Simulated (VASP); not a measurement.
Set up this calculation in VASP 6.6.1, as the native input.

- Task: single point
- Functional: PBE
- Potentials or basis: VASP PAW PBE potentials, release 64 (V_sv, Si)
- Cutoff: 520 eV
- k mesh: 12 × 12 × 8
- Occupations: methfessel-paxton, width 0.1 eV
- Spin: no spin polarisation
- Dipole correction: no
- Further INCAR settings: ALGO = Normal; EDIFF = 1e-06; NBANDS = 42

The structure of VSi2 lies in POSCAR:

```
VSi2
1.0
    4.5671791676      0.0000000000      0.0000000000
   -2.2835895838      3.9552931828      0.0000000000
    0.0000000000      0.0000000000      6.3619719452
V Si
3 6
Direct
    0.0000000000      0.5000000000      0.1666666667
    0.5000000000      0.5000000000      0.8333333333
    0.5000000000      0.0000000000      0.5000000000
    0.8373385083      0.6746770166      0.5000000000
    0.1626614917      0.8373385083      0.8333333333
    0.6746770166      0.8373385083      0.1666666667
    0.1626614917      0.3253229834      0.5000000000
    0.8373385083      0.1626614917      0.8333333333
    0.3253229834      0.1626614917      0.1666666667
```

These files were run (other wordings do the same):

INCAR

```
PREC     = Accurate       # precision mode
ENCUT    = 520            # plane-wave cutoff, eV
EDIFF    = 1E-6           # SCF threshold, eV
ISMEAR   = 1              # smearing method
SIGMA    = 0.1            # smearing width, eV
LREAL    = False          # projectors in reciprocal space
LASPH    = True           # aspherical terms in the spheres
NELM     = 100            # most SCF steps
ALGO     = Normal         # electronic algorithm
ISIF     = 2              # what is computed and relaxed
LWAVE    = False          # write WAVECAR
LCHARG   = False          # write CHGCAR
GGA      = PE             # functional
NBANDS   = 42             # bands
```

KPOINTS

```
Automatic mesh
0
Gamma
  12 12 8
```

Potentials or basis: VASP PAW PBE potentials, release 64 (V_sv, Si).

Launch:

```console
$ cat potpaw_PBE.64/V_sv/POTCAR potpaw_PBE.64/Si/POTCAR > POTCAR
$ mpirun -np 1 vasp_std > vasp.out
```

Results of the run:

* Pressure: 0.1 GPa

It took 5.6 min on 1 thread of Intel Xeon 6975P-C, on a shared host, peak memory 0.46 GiB.
